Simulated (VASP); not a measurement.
# KB2Rh2 (I4/mmm) in VASP: single point with r2SCAN

Aim: the single point of KB2Rh2 with r2SCAN.

All numbers are computed with VASP 6.6.1; they aren't measurements. Logs are shortened: lines on timing, memory, paths and dates and some standing lists are left out, and cuts for length are marked.

**1. The cell of the first run**

It takes space group I4/mmm (No. 139, tetragonal). The conventional cell has a = 3.865 Å, b = 3.865 Å, c = 11.108 Å, α = 90.00°, β = 90.00°, γ = 90.00°. Within 2.7 Å of Rh (site symmetry -4m2) lie 4 B at 2.05 Å. Within 4.4 Å of K (site symmetry 4/mmm) lie 8 Rh at 3.38 Å and 10 B at 3.44 to 3.46 Å and 4 K at 3.87 Å. B (site symmetry 4mm) has 4 Rh at 2.05 Å within 2.7 Å.

**2. Single point, r2SCAN**

File POSCAR:

```
KB2Rh2
1.0
    0.0000000000      3.8654820000      0.0000000000
    3.8654820000      0.0000000000      0.0000000000
    1.9327410000      1.9327410000     -5.5538530000
Rh K B
2 1 2
Direct
    0.7500000000      0.2500000000      0.5000000000
    0.2500000000      0.7500000000      0.5000000000
    0.0000000000      0.0000000000      0.0000000000
    0.3116185288      0.3116185288      0.3767629424
    0.6883814712      0.6883814712      0.6232370576
```

File INCAR.step1:

```
  PREC = Accurate
  ENCUT = 520
  ISMEAR = -1
  SIGMA = 0.1
  LREAL = F
  LASPH = T
  NELM = 60
  NBANDS = 30
  GGA = PE
  ALGO = Normal
  EDIFF = 1E-4
  LWAVE = T
  LCHARG = F
```

File INCAR.step2:

```
  PREC = Accurate
  ENCUT = 520
  EDIFF = 1E-7
  ISMEAR = -1
  SIGMA = 0.1
  LREAL = F
  LASPH = T
  NELM = 60
  ALGO = Normal
  ISIF = 2
  LWAVE = F
  LCHARG = F
  METAGGA = R2SCAN
  LMIXTAU = T
  NBANDS = 30
  ISTART = 1
```

File KPOINTS:

```
regular mesh
0
Gamma
  7 7 7
```

Potentials or basis: VASP PAW PBE potentials, release 64 (Rh_pv, K_sv, B).

The run is started by

```bash
> cat potpaw_PBE.64/Rh_pv/POTCAR potpaw_PBE.64/K_sv/POTCAR potpaw_PBE.64/B/POTCAR > POTCAR
> cp INCAR.step1 INCAR
> mpirun -np 1 vasp_std > vasp.out
> cp INCAR.step2 INCAR
> mpirun -np 1 vasp_std > vasp.out
```

OUTCAR:

```text
PREC = Accurate
   ENCUT = 520
   EDIFF = 1E-7
   ISMEAR = -1
   LREAL = F
   LASPH = T
   NELM = 60
   ISIF = 2
   METAGGA = R2SCAN
   ISTART = 1

 ion  position               nearest neighbor table
   1  0.750  0.250  0.500-   4 2.05   5 2.05   5 2.05   4 2.05   2 2.73   2 2.73   2 2.73   2 2.73
                             3 3.38   3 3.38   3 3.38   3 3.38
   2  0.250  0.750  0.500-   4 2.05   5 2.05   5 2.05   4 2.05   1 2.73   1 2.73   1 2.73   1 2.73
                             3 3.38   3 3.38   3 3.38   3 3.38
   3  0.000  0.000  0.000-   1 3.38   2 3.38   1 3.38   2 3.38   1 3.38   2 3.38   1 3.38   2 3.38

   4  0.312  0.312  0.377-   2 2.05   1 2.05   1 2.05   2 2.05
   5  0.688  0.688  0.623-   2 2.05   1 2.05   1 2.05   2 2.05

  LATTYP: Found a body centered tetragonal cell.
 ALAT       =     3.8654820000
 C/A-ratio  =     2.8735629865

  Lattice vectors:

 A1 = (  -1.9327410000,   1.9327410000,   5.5538530000)
 A2 = (   1.9327410000,  -1.9327410000,   5.5538530000)
 A3 = (   1.9327410000,   1.9327410000,  -5.5538530000)

Analysis of symmetry for initial positions (statically):
=====================================================================
 Subroutine PRICEL returns:
 Original cell was already a primitive cell.

 Routine SETGRP: Setting up the symmetry group for a
 body centered tetragonal supercell.

 Subroutine GETGRP returns: Found 16 space group operations
 (whereof 16 operations were pure point group operations)
 out of a pool of 16 trial point group operations.

The static configuration has the point symmetry D_4h.

Analysis of symmetry for dynamics (positions and initial velocities):
=====================================================================
 Subroutine PRICEL returns:
 Original cell was already a primitive cell.

 Routine SETGRP: Setting up the symmetry group for a
 body centered tetragonal supercell.

 Subroutine GETGRP returns: Found 16 space group operations
 (whereof 16 operations were pure point group operations)
 out of a pool of 16 trial point group operations.

The dynamic configuration has the point symmetry D_4h.

 Subroutine INISYM returns: Found 16 space group operations
 (whereof 16 operations are pure point group operations),
 and found     1 'primitive' translations

----------------------------------------------------------------------------------------

                                     Primitive cell

  volume of cell :      82.9854

  direct lattice vectors                    reciprocal lattice vectors
     0.000000000  3.865482000  0.000000000     0.000000000  0.258699950  0.090027590
     3.865482000  0.000000000  0.000000000     0.258699950  0.000000000  0.090027590
     1.932741000  1.932741000 -5.553853000     0.000000000  0.000000000 -0.180055180

  length of vectors
     3.865482000  3.865482000  6.190012818     0.273917197  0.273917197  0.180055180

  position of ions in fractional coordinates (direct lattice)
     0.750000000  0.250000000  0.500000000
     0.250000000  0.750000000  0.500000000
     0.000000000  0.000000000  0.000000000
     0.311618529  0.311618529  0.376762942
     0.688381471  0.688381471  0.623237058

  ion indices of the primitive-cell ions
   primitive index   ion index
                 1           1
                 2           2
                 3           3
                 4           4
                 5           5

----------------------------------------------------------------------------------------

 KPOINTS: regular mesh

Automatic generation of k-mesh.
 Grid dimensions read from file:
 generate k-points for:    7    7    7

 Generating k-lattice:

  Cartesian coordinates                     Fractional coordinates (reciprocal lattice)
     0.000000000  0.036957136  0.012861084     0.142857143  0.000000000  0.000000000
     0.036957136  0.000000000  0.012861084     0.000000000  0.142857143  0.000000000
     0.000000000  0.000000000 -0.025722169     0.000000000  0.000000000  0.142857143

  Length of vectors
     0.039131028  0.039131028  0.025722169

  Shift w.r.t. Gamma in fractional coordinates (k-lattice)
     0.000000000  0.000000000  0.000000000

 Subroutine IBZKPT returns following result:
 ===========================================

 Found     40 irreducible k-points:

 Following reciprocal coordinates:
            Coordinates               Weight
  0.000000  0.000000  0.000000      1.000000
  0.142857  0.000000  0.000000      8.000000
  0.285714  0.000000  0.000000      8.000000
  0.428571  0.000000  0.000000      8.000000
  0.142857  0.142857  0.000000      8.000000
  0.285714  0.142857 -0.000000     16.000000
[... 16 lines left out ...]
  0.285714  0.285714  0.142857      8.000000
  0.428571  0.285714  0.142857     16.000000
 [... further k-points ...]
   k-points           NKPTS =     40   k-points in BZ     NKDIM =     40   number of bands    NBANDS=     30
   number of dos      NEDOS =    301   number of ions     NIONS =      5
   total plane-waves  NPLWV =  43200
   dimension x,y,z NGX =    30 NGY =   30 NGZ =   48
   dimension x,y,z NGXF=    60 NGYF=   60 NGZF=   96
   ions per type =               2   1   2
   NGX,Y,Z   is equivalent  to a cutoff of  12.90, 12.90, 12.89 a.u.
   NGXF,Y,Z  is equivalent  to a cutoff of  25.80, 25.80, 25.78 a.u.
 SYSTEM =  unknown system
   PREC   = accura    normal or accurate (medium, high low for compatibility)
   ISTART =      1    job   : 0-new  1-cont  2-samecut
   ICHARG =      0    charge: 1-file 2-atom 10-const
   ISPIN  =      1    spin polarized calculation?
   LNONCOLLINEAR =      F non collinear calculations
   LSORBIT =      F    spin-orbit coupling
   LASPH  =      T    aspherical Exc in radial PAW
   ENCUT  =  520.0 eV  38.22 Ry    6.18 a.u.   7.19  7.19 11.51*2*pi/ulx,y,z
   NELM   =     60;   NELMIN=  2; NELMDL=  0     # of ELM steps
   EDIFF  = 0.1E-06   stopping-criterion for ELM
   LREAL  =      F    real-space projection
   EDIFFG = 0.1E-05   stopping-criterion for IOM
   NSW    =      0    number of steps for IOM
   IBRION =     -1    ionic relax: 0-MD 1-quasi-New 2-CG
   NFREE  =      0    steps in history (QN), initial steepest desc. (CG)
   ISIF   =      2    stress and relaxation
   ISYM   =      2    0-nonsym 1-usesym 2-fastsym
   POTIM  = 0.5000    time-step for ionic-motion
   TEBEG  =    0.0;   TEEND  =   0.0 temperature during run
   PSTRESS=    0.0 pullay stress
   NELECT =      45.0000    total number of electrons
   NUPDOWN=      -1.0000    fix difference up-down
   EMIN   =  10.00;   EMAX   =-10.00  energy-range for DOS
   EFERMI =   0.00;   METHOD = LEGACY
   ISMEAR =    -1;   SIGMA  =   0.10  broadening in eV -4-tet -1-fermi 0-gaus
   EFERMI_NEDOS =   21; number of points for ismear=-14 and -15
   IALGO  =     38    algorithm
   IMIX   =      4    mixing-type and parameters
     AMIX     =   0.40;   BMIX     =  1.00
     AMIX_MAG =   1.60;   BMIX_MAG =  1.00
  volume/ion in A,a.u.               =      16.60       112.00
  Fermi-wavevector in a.u.,A,eV,Ry     =   1.334991  2.522768 24.248328  1.782202
  Thomas-Fermi vector in A             =   2.463730
   LORBIT       =      0    0 simple, 1 ext, 2 COOP (PROOUT), +10 PAW based schemes
   METAGGA = R2SCAN    functional components
   LHFCALC =     F    Hartree Fock is set to
   AEXX    =    0.0000 exact exchange contribution
   IVDW    =     0    specifies the selected vdW correction
   LEPSILON=     F    determine dielectric tensor
   LRPA    =     F    only Hartree local field effects (RPA)
 non-spin polarized calculation
  energy-cutoff  :      520.00
  volume of cell :       82.99
 maximum number of plane-waves:      2251
 NGX is ok and might be reduce to    30
   NGX = 15   NGY = 15   NGZ = 23

 number of electron      45.0000014 magnetization

 Free energy of the ion-electron system (eV)
  ---------------------------------------------------
  ext. energy  EPLUGINS =         0.00000000
  ---------------------------------------------------
  free energy    TOTEN  =       -70.49366648 eV

  energy without entropy =      -70.45352513  energy(sigma->0) =      -70.47359580

 E-fermi :   5.0747     XC(G=0): -11.0018

 val. band max:        4.9634736434   @ k =  -0.1429   0.1429   0.0000
 cond. band min:       5.0755297868   @ k =  -0.4286   0.0000   0.2857
 fundamental gap:      0.1120561434
 Fermi energy:         5.0747426661

 k-point     1 :       0.0000    0.0000    0.0000
  band No.  band energies     occupation
      1     -43.6300      2.00000
      2     -43.6300      2.00000
      3     -43.2828      2.00000
      4     -43.2828      2.00000
      5     -42.9921      2.00000
      6     -42.9111      2.00000
[... 22 lines left out ...]
     29      10.5209      0.00000
     30      13.3551      0.00000

 k-point     2 :       0.1429    0.0000    0.0000
  band No.  band energies     occupation
      1     -43.6142      2.00000
      2     -43.6131      2.00000
      3     -43.3014      2.00000
      4     -43.3002      2.00000
      5     -42.9881      2.00000
      6     -42.9151      2.00000
[... 22 lines left out ...]
     29      10.7918      0.00000
     30      12.9132      0.00000

 k-point     3 :       0.2857    0.0000    0.0000
  band No.  band energies     occupation
      1     -43.5692      2.00000
      2     -43.5655      2.00000
      3     -43.3529      2.00000
      4     -43.3490      2.00000
      5     -42.9770      2.00000
      6     -42.9264      2.00000
[... 22 lines left out ...]
     29      11.4718      0.00000
     30      12.1790      0.00000

 k-point     4 :       0.4286    0.0000    0.0000
  band No.  band energies     occupation
      1     -43.5022      2.00000
      2     -43.4963      2.00000
      3     -43.4250      2.00000
      4     -43.4191      2.00000
      5     -42.9608      2.00000
      6     -42.9428      2.00000
[... 616 lines left out ...]
     29      10.7652      0.00000
     30      12.5248      0.00000

 k-point    23 :       0.2857    0.2857    0.1429
  band No.  band energies     occupation
      1     -43.6612      2.00000
      2     -43.5283      2.00000
      3     -43.3941      2.00000
      4     -43.2572      2.00000
      5     -42.9676      2.00000
      6     -42.9360      2.00000
[... 22 lines left out ...]
     29      11.6674      0.00000
     30      12.7421      0.00000

 k-point    24 :       0.4286    0.2857    0.1429
  band No.  band energies     occupation
      1     -43.6522      2.00000
      2     -43.6049      2.00000
      3     -43.3176      2.00000
      4     -43.2685      2.00000
      5     -42.9575      2.00000
      6     -42.9462      2.00000
[... 22 lines left out ...]
     29      12.2922      0.00000
     30      12.8136      0.00000

 [... further k-points ...]
[... 5 lines left out ...]
  --------------------------------------------------------------------------------------
  -------------------------------------------------------------------------------------
  Total        3.2900884      3.2900884      2.2588323      0.0000000      0.0000000     -0.0000000
  in kB       63.5208732     63.5208732     43.6106829      0.0000000      0.0000000     -0.0000000
  external PRESSURE =      56.8841431 kB  Pullay stress =       0.0000000 kB

 VOLUME and BASIS-vectors are now :
 -----------------------------------------------------------------------------
  energy-cutoff  :      520.00
  volume of cell :       82.99
      direct lattice vectors                 reciprocal lattice vectors
     0.000000000  3.865482000  0.000000000     0.000000000  0.258699950  0.090027590
     3.865482000  0.000000000  0.000000000     0.258699950  0.000000000  0.090027590
     1.932741000  1.932741000 -5.553853000     0.000000000  0.000000000 -0.180055180

 POSITION                                       TOTAL-FORCE (eV/Angst)
 -----------------------------------------------------------------------------------
      1.93274      3.86548     -2.77693         0.000000      0.000000      0.000000
      3.86548      1.93274     -2.77693        -0.000000      0.000000      0.000000
      0.00000      0.00000      0.00000         0.000000     -0.000000      0.000000
      1.93274      1.93274     -2.09249         0.000000      0.000000      0.044418
      3.86548      3.86548     -3.46137        -0.000000     -0.000000     -0.044418
 -----------------------------------------------------------------------------------
    total drift:                                0.000000     -0.000000     -0.000000

  FREE ENERGIE OF THE ION-ELECTRON SYSTEM (eV)
  ---------------------------------------------------
  free  energy   TOTEN  =       -70.4936664775 eV

  energy  without entropy=      -70.4535251279  energy(sigma->0) =      -70.47359580
```

It used 240 s of CPU time on 1 thread of Intel(R) Xeon(R) Platinum 8488C (Sapphire Rapids), with other jobs on the host.

What came out:

- Free energy: -70.4937 eV
- Pressure: 5.7 GPa
- Largest force: 0.044 eV/Å

Forces on the atoms (eV/Å):
```
Rh   0.000  0.000  0.000
Rh   0.000  0.000  0.000
K    0.000  0.000  0.000
B    0.000  0.000  0.044
B    0.000  0.000 -0.044
```

Caveat: the PAW data sets were made with another functional, which shifts forces and pressure a little.
